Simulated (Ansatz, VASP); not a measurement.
Al2O3 in VASP and in Ansatz

File INCAR:

```
SYSTEM = Al2O3
PREC = Accurate
ENCUT = 600
EDIFF = 1E-6
ISMEAR = -1
SIGMA = 0.05
LREAL = .FALSE.
LASPH = .TRUE.
NELM = 120
ALGO = Normal
ISIF = 2
LWAVE = .FALSE.
LCHARG = .FALSE.
GGA = LIBXC
LIBXC1 = GGA_X_B88
LIBXC2 = GGA_C_PBE
NBANDS = 35
GGA_COMPAT = .FALSE.
```

File KPOINTS:

```
regular mesh
0
G
  7 7 7
  0 0 0
```

Contents of POSCAR:

```
Al2O3
1.0
    2.4269334206      1.4011906636      4.4168267984
   -2.4269334206      1.4011906636      4.4168267984
    0.0000000000     -2.8023813274      4.4168267984
Al O
4 6
Direct
    0.8521600000      0.8521600000      0.8521600000
    0.6478400000      0.6478400000      0.6478400000
    0.1478400000      0.1478400000      0.1478400000
    0.3521600000      0.3521600000      0.3521600000
    0.0566800000      0.7500000000      0.4433200000
    0.7500000000      0.4433200000      0.0566800000
    0.4433200000      0.0566800000      0.7500000000
    0.9433200000      0.2500000000      0.5566800000
    0.2500000000      0.5566800000      0.9433200000
    0.5566800000      0.9433200000      0.2500000000
```

File input.yaml:

```yaml
crystal:
  lattice:
    - [2.4269334206, 1.4011906636, 4.4168267984]
    - [-2.4269334206, 1.4011906636, 4.4168267984]
    - [0.0, -2.8023813274, 4.4168267984]
  atoms:
    - { symbol: Al, position: [0.85216, 0.85216, 0.85216] }
    - { symbol: Al, position: [0.64784, 0.64784, 0.64784] }
    - { symbol: Al, position: [0.14784, 0.14784, 0.14784] }
    - { symbol: Al, position: [0.35216, 0.35216, 0.35216] }
    - { symbol: O, position: [0.05668, 0.75, 0.44332] }
    - { symbol: O, position: [0.75, 0.44332, 0.05668] }
    - { symbol: O, position: [0.44332, 0.05668, 0.75] }
    - { symbol: O, position: [0.94332, 0.25, 0.55668] }
    - { symbol: O, position: [0.25, 0.55668, 0.94332] }
    - { symbol: O, position: [0.55668, 0.94332, 0.25] }
hamiltonian:
  xc: { exchange: b88, correlation: pbe }
  pseudopotentials: { kind: paw }
kpoints:
  mp_grid: { grid: [7, 7, 7] }
scf:
  occupations: { method: fermi_dirac, width: 0.05 }
output:
  forces: true
  stress: true
  eigenvalues: true
```

Alike in both runs: task single point; functional b88 exchange, pbe correlation; k mesh 7 × 7 × 7; occupations fermi-dirac, width 0.05 eV; no spin polarisation.

|  | VASP | Ansatz |
| --- | --- | --- |
| version | VASP 6.6.1 | Ansatz 0.2.0 |
| potentials or method | VASP PAW PBE potentials, release 64 (Al, O) | Ansatz PAW |
| plane-wave cutoff (eV) | 600 | 420 |
| valence electrons in the cell | 48 | 48 |

|  | VASP | Ansatz | Ansatz less VASP |
| --- | --- | --- | --- |
| gap on the k mesh at the Fermi level (eV) | 5.54 | 5.54 | 0.000 |
| least direct gap on the mesh (eV) | 5.54 | 5.54 | 0.000 |
| pressure (GPa) | -6.8 | -6.1 | +0.64 |
| traceless stress, the component that is largest in VASP (GPa) | 0.30 | 0.31 | +0.011 |
| rms of the force components (eV/Å) | 0.038 | 0.036 | -0.0020 |

VASP's potentials were made for PBE, not for b88 exchange, pbe correlation. Atom by atom the forces differ by 0.002 eV/Å (rms over components).

Noted on Ansatz's run: odd divisions of the mesh miss points on the zone boundary, where band edges often lie, so the gap on the mesh can be too wide.
